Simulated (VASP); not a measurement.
Mg3Sb2:

```
CELL_PARAMETERS angstrom
4.59922 0.00000 0.00000
-2.29961 3.98304 0.00000
0.00000 0.00000 7.26172
ATOMIC_POSITIONS crystal
Mg 0.00000 0.00000 0.00000
Mg 0.33333 0.66667 0.63254
Mg 0.66667 0.33333 0.36746
Sb 0.33333 0.66667 0.22574
Sb 0.66667 0.33333 0.77426
```

```yaml
Program: VASP 6.6.1
Task: relaxation of cell and atoms
Functional: PBEsol
Potentials_or_basis: VASP PAW PBE potentials, release 64 (Mg, Sb)
Cutoff: 600 eV
k_mesh: 6 × 6 × 4
Occupations: fermi-dirac, width 0.02 eV
Spin: no spin polarisation
```

At the start: pressure -1.3 GPa; volume 26.61 Å³/atom.

Question: How do energy, volume and symmetry change on relaxing?

Answer: Over 6 steps the energy falls by 3.3 meV/atom and the volume is 25.81 Å³/atom (-3.0 %); space group P-3m1 (No. 164, to 0.05 Å).

The path:
```tsv
step	energy change (eV)	largest force (eV/Å)	pressure (GPa)	volume (Å³)
1	0.0000	0.0140	-1.27	133.03
2	-0.0151	0.0806	0.11	129.01
3	-0.0152	0.0757	0.01	129.29
4	-0.0157	0.0552	0.00	129.23
5	-0.0163	0.0126	0.00	129.11
6	-0.0163	0.0035	0.00	129.07
```

Final structure:
```yaml
crystal:
  lattice:
    - [4.55693, 0.00000, 0.00000]
    - [-2.27846, 3.94642, 0.00000]
    - [0.00000, 0.00000, 7.17719]
  atoms:
    - { symbol: Mg, position: [0.00000, 0.00000, 0.00000] }
    - { symbol: Mg, position: [0.33333, 0.66667, 0.63275] }
    - { symbol: Mg, position: [0.66667, 0.33333, 0.36725] }
    - { symbol: Sb, position: [0.33333, 0.66667, 0.22379] }
    - { symbol: Sb, position: [0.66667, 0.33333, 0.77621] }
```

Caveat: the PAW data sets were made with another functional, which shifts forces and pressure a little.
